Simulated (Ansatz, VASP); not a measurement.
## SnO in VASP and in Ansatz

File INCAR:

```
SYSTEM = SnO
PREC = Accurate
ENCUT = 520
EDIFF = 1E-7
ISMEAR = -1
SIGMA = 0.05
LREAL = .FALSE.
LASPH = .TRUE.
NELM = 100
ALGO = Normal
ISIF = 2
LWAVE = .FALSE.
LCHARG = .FALSE.
GGA = PE
NBANDS = 28
```

The input KPOINTS:

```
Automatic mesh
0
G
  4 4 3
  0 0 0
```

POSCAR

```
SnO
1.0
    3.8136952200      0.0000000000      0.0000000000
    0.0000000000      3.8136952200      0.0000000000
    0.0000000000      0.0000000000      4.8869133000
Sn O
2 2
Direct
    0.5000000000      0.0000000000      0.7646261400
    0.0000000000      0.5000000000      0.2353738600
    0.0000000000      0.0000000000      0.0000000000
    0.5000000000      0.5000000000      0.0000000000
```

input.yaml

```yaml
crystal:
  lattice:
    - [3.81369522, 0.0, 0.0]
    - [0.0, 3.81369522, 0.0]
    - [0.0, 0.0, 4.8869133]
  atoms:
    - { symbol: Sn, position: [0.5, 0.0, 0.76462614] }
    - { symbol: Sn, position: [0.0, 0.5, 0.23537386] }
    - { symbol: O, position: [0.0, 0.0, 0.0] }
    - { symbol: O, position: [0.5, 0.5, 0.0] }
hamiltonian:
  xc: pbe
  pseudopotentials: { kind: paw }
kpoints:
  mp_grid: { grid: [4, 4, 3] }
  band_path:
    path:
      - [[0.0, 0.0, 0.0], [0.0, 0.5, 0.0], [0.5, 0.5, 0.0], [0.0, 0.0, 0.0], [0.0, 0.0, 0.5], [0.0, 0.5, 0.5], [0.5, 0.5, 0.5], [0.0, 0.0, 0.5]]
      - [[0.0, 0.5, 0.0], [0.0, 0.5, 0.5]]
      - [[0.5, 0.5, 0.0], [0.5, 0.5, 0.5]]
    npoints: 14
scf:
  occupations: { method: fermi_dirac, width: 0.05 }
  n_extra_bands: 10
output:
  forces: true
  stress: true
  eigenvalues: true
  fatbands: false
```

Alike in both runs: functional PBE; k mesh 4 × 4 × 3; occupations fermi-dirac, width 0.05 eV; no spin polarisation.

|  | VASP | Ansatz |
| --- | --- | --- |
| version | VASP 6.6.1 | Ansatz 0.2.0 |
| potentials or method | VASP PAW PBE potentials, release 64 (Sn_d, O) | Ansatz PAW |
| plane-wave cutoff (eV) | 520 | 420 |
| valence electrons in the cell | 40 | 40 |
| task | single point | band structure |

```tsv
	VASP	Ansatz	Ansatz less VASP
gap on the k mesh at the Fermi level (eV)	0.16	0.15	-0.013
least direct gap on the mesh (eV)	2.03	2.04	+0.013
pressure (GPa)	3.8	3.6	-0.25
traceless stress, the component that is largest in VASP (GPa)	-0.55	-0.57	-0.022
rms of the force components (eV/Å)	0.200	0.166	-0.0338
```

Atom by atom the forces differ by 0.034 eV/Å (rms over components).

The k mesh is coarse, so the values compare programs but aren't converged.
